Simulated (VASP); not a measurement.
# CdGa2O3 (P-4m2) in VASP: a series of runs

CdGa2O3 is run at these levels: PBE; tasks: single point, relaxation of cell and atoms.

All numbers are computed with VASP 6.6.1; they aren't measurements. Logs are shortened: lines on timing, memory, paths and dates and some standing lists are left out, and cuts for length are marked.

## (1) The cell of the first run

The structure is tetragonal, space group P-4m2 (No. 115). The conventional cell has a = 3.344 Å, b = 3.344 Å, c = 7.330 Å, α = 90.00°, β = 90.00°, γ = 90.00°. Within 3.1 Å of Cd (site symmetry -4m2) lie 4 O at 2.36 Å and 4 Ga at 2.57 Å. Within 3.3 Å of Ga (site symmetry 2mm) lie 7 O at 2.51 to 2.58 Å and 2 Cd at 2.57 Å. O (site symmetry -4m2) has 4 Cd at 2.36 Å and 4 Ga at 2.57 Å within 3.1 Å. Within 3.3 Å of O (site symmetry 2mm) lie 5 Ga at 2.51 to 2.58 Å and 6 O at 2.93 to 3.26 Å and 2 Cd at 3.26 Å.

## (2) Single point, PBE

The input, INCAR:

```
SYSTEM = CdGa2O3
PREC = Accurate
ENCUT = 520
EDIFF = 1E-6
ISMEAR = 0
SIGMA = 0.1
LREAL = .FALSE.
LASPH = .TRUE.
NELM = 100
ALGO = Normal
ISIF = 2
LWAVE = .FALSE.
LCHARG = .FALSE.
GGA = PE
NBANDS = 37
```

The input, KPOINTS:

```
regular mesh
0
G
  6 6 4
  0 0 0
```

The input, POSCAR:

```
CdGa2O3
1.0
    3.3444313800      0.0000000000      0.0000000000
    0.0000000000      3.3444313800      0.0000000000
    0.0000000000      0.0000000000      7.3297590600
Cd Ga O
1 2 3
Direct
    0.0000000000      0.0000000000      0.0000000000
    0.0000000000      0.5000000000      0.7340000300
    0.5000000000      0.0000000000      0.2659999700
    0.5000000000      0.5000000000      0.0000000000
    0.0000000000      0.5000000000      0.3820000000
    0.5000000000      0.0000000000      0.6180000000
```

Potentials or basis: VASP PAW PBE potentials, release 64 (Cd, Ga_d, O).

The run is started by

```bash
> cat potpaw_PBE.64/Cd/POTCAR potpaw_PBE.64/Ga_d/POTCAR potpaw_PBE.64/O/POTCAR > POTCAR
> mpirun -np 1 vasp_std > vasp.out
```

OUTCAR:

```text
SYSTEM = CdGa2O3
   PREC = Accurate
   ENCUT = 520
   EDIFF = 1E-6
   ISMEAR = 0
   LREAL = .FALSE.
   LASPH = .TRUE.
   NELM = 100
   ISIF = 2
   GGA = PE

 ion  position               nearest neighbor table
   1  0.000  0.000  0.000-   4 2.36   4 2.36   4 2.36   4 2.36   3 2.57   3 2.57   2 2.57   2 2.57

   2  0.000  0.500  0.734-   1 2.57   1 2.57
   3  0.500  0.000  0.266-   1 2.57   1 2.57
   4  0.500  0.500  0.000-   1 2.36   1 2.36   1 2.36   1 2.36
   5  0.000  0.500  0.382-
   6  0.500  0.000  0.618-

  LATTYP: Found a simple tetragonal cell.
 ALAT       =     3.3444313800
 C/A-ratio  =     2.1916308715

  Lattice vectors:

 A1 = (   3.3444313800,   0.0000000000,   0.0000000000)
 A2 = (   0.0000000000,   3.3444313800,   0.0000000000)
 A3 = (   0.0000000000,   0.0000000000,   7.3297590600)

Analysis of symmetry for initial positions (statically):
=====================================================================
 Subroutine PRICEL returns:
 Original cell was already a primitive cell.

 Routine SETGRP: Setting up the symmetry group for a
 simple tetragonal supercell.

 Subroutine GETGRP returns: Found  8 space group operations
 (whereof  8 operations were pure point group operations)
 out of a pool of 16 trial point group operations.

The static configuration has the point symmetry D_2d.

Analysis of symmetry for dynamics (positions and initial velocities):
=====================================================================
 Subroutine PRICEL returns:
 Original cell was already a primitive cell.

 Routine SETGRP: Setting up the symmetry group for a
 simple tetragonal supercell.

 Subroutine GETGRP returns: Found  8 space group operations
 (whereof  8 operations were pure point group operations)
 out of a pool of 16 trial point group operations.

The dynamic configuration has the point symmetry D_2d.

 Subroutine INISYM returns: Found  8 space group operations
 (whereof  8 operations are pure point group operations),
 and found     1 'primitive' translations

----------------------------------------------------------------------------------------

                                     Primitive cell

  volume of cell :      81.9850

  direct lattice vectors                    reciprocal lattice vectors
     3.344431380  0.000000000  0.000000000     0.299004490  0.000000000  0.000000000
     0.000000000  3.344431380  0.000000000     0.000000000  0.299004490  0.000000000
     0.000000000  0.000000000  7.329759060     0.000000000  0.000000000  0.136430133

  length of vectors
     3.344431380  3.344431380  7.329759060     0.299004490  0.299004490  0.136430133

  position of ions in fractional coordinates (direct lattice)
     0.000000000  0.000000000  0.000000000
     0.000000000  0.500000000  0.734000030
     0.500000000  0.000000000  0.265999970
     0.500000000  0.500000000  0.000000000
     0.000000000  0.500000000  0.382000000
     0.500000000  0.000000000  0.618000000

  ion indices of the primitive-cell ions
   primitive index   ion index
                 1           1
                 2           2
                 3           3
                 4           4
                 5           5
                 6           6

----------------------------------------------------------------------------------------

 KPOINTS: regular mesh

Automatic generation of k-mesh.
 Grid dimensions read from file:
 generate k-points for:    6    6    4

 Generating k-lattice:

  Cartesian coordinates                     Fractional coordinates (reciprocal lattice)
     0.049834082  0.000000000  0.000000000     0.166666667  0.000000000  0.000000000
     0.000000000  0.049834082  0.000000000     0.000000000  0.166666667  0.000000000
     0.000000000  0.000000000  0.034107533     0.000000000  0.000000000  0.250000000

  Length of vectors
     0.049834082  0.049834082  0.034107533

  Shift w.r.t. Gamma in fractional coordinates (k-lattice)
     0.000000000  0.000000000  0.000000000

 Subroutine IBZKPT returns following result:
 ===========================================

 Found     30 irreducible k-points:

 Following reciprocal coordinates:
            Coordinates               Weight
  0.000000  0.000000  0.000000      1.000000
  0.166667  0.000000  0.000000      4.000000
  0.333333  0.000000  0.000000      4.000000
  0.500000  0.000000  0.000000      2.000000
  0.166667  0.166667  0.000000      4.000000
  0.333333  0.166667  0.000000      8.000000
[... 16 lines left out ...]
  0.333333  0.000000  0.500000      4.000000
  0.500000  0.000000  0.500000      2.000000
 [... further k-points ...]
   k-points           NKPTS =     30   k-points in BZ     NKDIM =     30   number of bands    NBANDS=     37
   number of dos      NEDOS =    301   number of ions     NIONS =      6
   total plane-waves  NPLWV =  43904
   dimension x,y,z NGX =    28 NGY =   28 NGZ =   56
   dimension x,y,z NGXF=    56 NGYF=   56 NGZF=  112
   ions per type =               1   2   3
   NGX,Y,Z   is equivalent  to a cutoff of  13.92, 13.92, 12.70 a.u.
   NGXF,Y,Z  is equivalent  to a cutoff of  27.84, 27.84, 25.40 a.u.
 SYSTEM =  CdGa2O3
   PREC   = accura    normal or accurate (medium, high low for compatibility)
   ISTART =      0    job   : 0-new  1-cont  2-samecut
   ICHARG =      2    charge: 1-file 2-atom 10-const
   ISPIN  =      1    spin polarized calculation?
   LNONCOLLINEAR =      F non collinear calculations
   LSORBIT =      F    spin-orbit coupling
   LASPH  =      T    aspherical Exc in radial PAW
   ENCUT  =  520.0 eV  38.22 Ry    6.18 a.u.   6.22  6.22 13.63*2*pi/ulx,y,z
   NELM   =    100;   NELMIN=  2; NELMDL= -5     # of ELM steps
   EDIFF  = 0.1E-05   stopping-criterion for ELM
   LREAL  =      F    real-space projection
   EDIFFG = 0.1E-04   stopping-criterion for IOM
   NSW    =      0    number of steps for IOM
   IBRION =     -1    ionic relax: 0-MD 1-quasi-New 2-CG
   NFREE  =      0    steps in history (QN), initial steepest desc. (CG)
   ISIF   =      2    stress and relaxation
   ISYM   =      2    0-nonsym 1-usesym 2-fastsym
   POTIM  = 0.5000    time-step for ionic-motion
   TEBEG  =    0.0;   TEEND  =   0.0 temperature during run
   PSTRESS=    0.0 pullay stress
   NELECT =      56.0000    total number of electrons
   NUPDOWN=      -1.0000    fix difference up-down
   EMIN   =  10.00;   EMAX   =-10.00  energy-range for DOS
   EFERMI =   0.00;   METHOD = LEGACY
   ISMEAR =     0;   SIGMA  =   0.10  broadening in eV -4-tet -1-fermi 0-gaus
   EFERMI_NEDOS =   21; number of points for ismear=-14 and -15
   IALGO  =     38    algorithm
   IMIX   =      4    mixing-type and parameters
     AMIX     =   0.40;   BMIX     =  1.00
     AMIX_MAG =   1.60;   BMIX_MAG =  1.00
  volume/ion in A,a.u.               =      13.66        92.21
  Fermi-wavevector in a.u.,A,eV,Ry     =   1.441759  2.724530 28.282019  2.078670
  Thomas-Fermi vector in A             =   2.560355
   LORBIT       =      0    0 simple, 1 ext, 2 COOP (PROOUT), +10 PAW based schemes
   GGA     = PE    functional components
   LHFCALC =     F    Hartree Fock is set to
   AEXX    =    0.0000 exact exchange contribution
   IVDW    =     0    specifies the selected vdW correction
   LEPSILON=     F    determine dielectric tensor
   LRPA    =     F    only Hartree local field effects (RPA)
 non-spin polarized calculation
 Gauss-broadening in eV      SIGMA  =   0.10
  energy-cutoff  :      520.00
  volume of cell :       81.98
 maximum number of plane-waves:      2232
 NGX is ok and might be reduce to    28
   NGX = 13   NGY = 13   NGZ = 27

 number of electron      56.0000032 magnetization

 Free energy of the ion-electron system (eV)
  ---------------------------------------------------
  ext. energy  EPLUGINS =         0.00000000
  ---------------------------------------------------
  free energy    TOTEN  =       -22.33733591 eV

  energy without entropy =      -22.30965324  energy(sigma->0) =      -22.32349458

 E-fermi :   3.4512     XC(G=0): -11.1337

 val. band max:        3.4493922112   @ k =   0.5000   0.1667   0.0000
 cond. band min:       3.4673389698   @ k =   0.3333   0.1667   0.2500
 fundamental gap:      0.0179467586
 Fermi energy:         3.4512052928

 k-point     1 :       0.0000    0.0000    0.0000
  band No.  band energies     occupation
      1     -15.1924      2.00000
      2     -13.5428      2.00000
      3     -12.8982      2.00000
      4     -11.2704      2.00000
      5     -11.2704      2.00000
      6     -11.2623      2.00000
[... 29 lines left out ...]
     36      11.6725      0.00000
     37      12.5174      0.00000

 k-point     2 :       0.1667    0.0000    0.0000
  band No.  band energies     occupation
      1     -15.0889      2.00000
      2     -13.4481      2.00000
      3     -12.8763      2.00000
      4     -11.2807      2.00000
      5     -11.2691      2.00000
      6     -11.2525      2.00000
[... 29 lines left out ...]
     36      12.1233      0.00000
     37      13.3665      0.00000

 k-point     3 :       0.3333    0.0000    0.0000
  band No.  band energies     occupation
      1     -14.8687      2.00000
      2     -13.2162      2.00000
      3     -12.8689      2.00000
      4     -11.2793      2.00000
      5     -11.2665      2.00000
      6     -11.2662      2.00000
[... 29 lines left out ...]
     36      11.8981      0.00000
     37      12.7153      0.00000

 k-point     4 :       0.5000    0.0000    0.0000
  band No.  band energies     occupation
      1     -14.7511      2.00000
      2     -12.9886      2.00000
      3     -12.9735      2.00000
      4     -11.2764      2.00000
      5     -11.2653      2.00000
      6     -11.2609      2.00000
[... 29 lines left out ...]
     36      11.4081      0.00000
     37      12.5400      0.00000
[... 683 lines left out ...]
      1     -15.0811      2.00000
      2     -13.4743      2.00000
      3     -12.8644      2.00000
      4     -11.2812      2.00000
      5     -11.2695      2.00000
      6     -11.2676      2.00000
[... 29 lines left out ...]
     36      12.3996      0.00000
     37      13.3139      0.00000

 k-point    23 :       0.3333    0.0000    0.5000
  band No.  band energies     occupation
      1     -14.8648      2.00000
      2     -13.2287      2.00000
      3     -12.8636      2.00000
      4     -11.2839      2.00000
      5     -11.2676      2.00000
      6     -11.2660      2.00000
[... 29 lines left out ...]
     36      11.8087      0.00000
     37      12.7990      0.00000

 k-point    24 :       0.5000    0.0000    0.5000
  band No.  band energies     occupation
      1     -14.7492      2.00000
      2     -12.9864      2.00000
      3     -12.9786      2.00000
      4     -11.2852      2.00000
      5     -11.2643      2.00000
      6     -11.2464      2.00000
[... 29 lines left out ...]
     36      11.3096      0.00000
     37      12.7428      0.00000

 [... further k-points ...]
[... 5 lines left out ...]
  --------------------------------------------------------------------------------------
  -------------------------------------------------------------------------------------
  Total       -3.7214529     -3.7214529      1.0639330      0.0000000      0.0000000      0.0000000
  in kB      -72.7258548    -72.7258548     20.7917280      0.0000000      0.0000000      0.0000000
  external PRESSURE =     -41.5533272 kB  Pullay stress =       0.0000000 kB

 VOLUME and BASIS-vectors are now :
 -----------------------------------------------------------------------------
  energy-cutoff  :      520.00
  volume of cell :       81.98
      direct lattice vectors                 reciprocal lattice vectors
     3.344431380  0.000000000  0.000000000     0.299004490  0.000000000  0.000000000
     0.000000000  3.344431380  0.000000000     0.000000000  0.299004490  0.000000000
     0.000000000  0.000000000  7.329759060     0.000000000  0.000000000  0.136430133

 POSITION                                       TOTAL-FORCE (eV/Angst)
 -----------------------------------------------------------------------------------
      0.00000      0.00000      0.00000        -0.000000     -0.000000      0.000000
      0.00000      1.67222      5.38004        -0.000000     -0.000000     -4.968557
      1.67222      0.00000      1.94972         0.000000     -0.000000      4.968557
      1.67222      1.67222      0.00000        -0.000000      0.000000      0.000000
      0.00000      1.67222      2.79997        -0.000000     -0.000000     -1.434416
      1.67222      0.00000      4.52979        -0.000000     -0.000000      1.434416
 -----------------------------------------------------------------------------------
    total drift:                                0.000000      0.000000     -0.000000

  FREE ENERGIE OF THE ION-ELECTRON SYSTEM (eV)
  ---------------------------------------------------
  free  energy   TOTEN  =       -22.3373359075 eV

  energy  without entropy=      -22.3096532437  energy(sigma->0) =      -22.32349458
```

Run time: 1.9 min. Hardware: 1 thread of Oxide Virtual Turin-like, shared host; peak memory 0.21 GiB.

Results:

```
Free energy            : -22.3373 eV
Pressure               : -4.2 GPa
Largest force          : 4.969 eV/Å
Band gap on the k mesh : zero (band 28 reaches 3.49 eV, above the bottom of band 29 at 2.29 eV)
```

Forces in eV/Å, atoms in the order of the input:
```
Cd   0.000  0.000  0.000
Ga   0.000  0.000 -4.969
Ga   0.000  0.000  4.969
O    0.000  0.000  0.000
O    0.000  0.000 -1.434
O    0.000  0.000  1.434
```

Caveat: forces of over 1 eV/Å act on the atoms, so gaps and moduli don't describe the material at rest.

(Continued in part 2 of 2.)
